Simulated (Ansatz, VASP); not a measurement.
**BeTe: VASP beside Ansatz**

The input POSCAR:

```
BeTe
1.0
    0.0000000000      2.8100000000      2.8100000000
    2.8100000000      0.0000000000      2.8100000000
    2.8100000000      2.8100000000      0.0000000000
Be Te
1 1
Direct
    0.0000000000      0.0000000000      0.0000000000
    0.2500000000      0.2500000000      0.2500000000
```

File INCAR.step1:

```
PREC = Accurate
ENCUT = 660
ISMEAR = 0
SIGMA = 0.02
LREAL = False
LASPH = True
NELM = 120
GGA = PE
ALGO = Normal
EDIFF = 1E-5
LWAVE = True
LCHARG = False
GGA_COMPAT = False
IBRION = 2
ISIF = 3
EDIFFG = -0.005
NELMIN = 4
NSW = 100
```

Contents of INCAR.step2:

```
PREC = Accurate
ENCUT = 660
EDIFF = 1E-7
ISMEAR = 0
SIGMA = 0.02
LREAL = False
LASPH = True
NELM = 120
ALGO = Normal
ISIF = 3
LWAVE = False
LCHARG = False
METAGGA = R2SCAN
LMIXTAU = True
IBRION = 2
NSW = 100
EDIFFG = -0.002
ISTART = 1
GGA_COMPAT = False
NELMIN = 4
```

Contents of KPOINTS:

```
regular mesh
0
Gamma
  8 8 8
```

Input for Ansatz:

```yaml
crystal:
  lattice:
    - [0.0, 2.81, 2.81]
    - [2.81, 0.0, 2.81]
    - [2.81, 2.81, 0.0]
  atoms:
    - { symbol: Be, position: [0.0, 0.0, 0.0] }
    - { symbol: Te, position: [0.25, 0.25, 0.25] }
basis:
  ecutwfc: 500
kpoints:
  mp_grid: { grid: [8, 8, 8] }
hamiltonian:
  xc: r2scan
  pseudopotentials: { kind: paw, azcp: { folder: soft_1 } }
scf:
  occupations: { method: gaussian, width: 0.02 }
output:
  forces: true
  stress: true
  eigenvalues: true
relax:
  adjacent_minimum: "off"
  f_tol: 0.002
  max_steps: 80
  cell: { stress_tol: 0.02 }
```

Alike in both runs: task relaxation of cell and atoms; functional r2SCAN; k mesh 8 × 8 × 8; occupations gaussian, width 0.02 eV; no spin polarisation.

```csv
,VASP,Ansatz
version,VASP 6.6.1,Ansatz 0.2.0
potentials or method,"VASP PAW PBE potentials, release 64 (Be, Te), cutoff 660 eV","scalar-relativistic, plane waves, PAW"
valence electrons in the cell,8,18
```

Ansatz gave:

```
gap on the k mesh at the Fermi level, each at its own relaxed structure (eV) : 2.38
relaxed volume (Å³/atom)                                                     : 22.64
relaxed cell length with the largest relative difference (Å)                 : 4.000
```

Q: What did VASP give for the same quantities?

A: gap on the k mesh at the Fermi level, each at its own relaxed structure (eV): 2.38; relaxed volume (Å³/atom): 22.70; relaxed cell length with the largest relative difference (Å): 4.004.

VASP's potentials were made for PBE, not for r2SCAN. VASP's potentials hold 8 valence electrons a cell and Ansatz's 18, so a difference there can come from the potentials and not from the codes.

Spin-orbit coupling is off throughout.
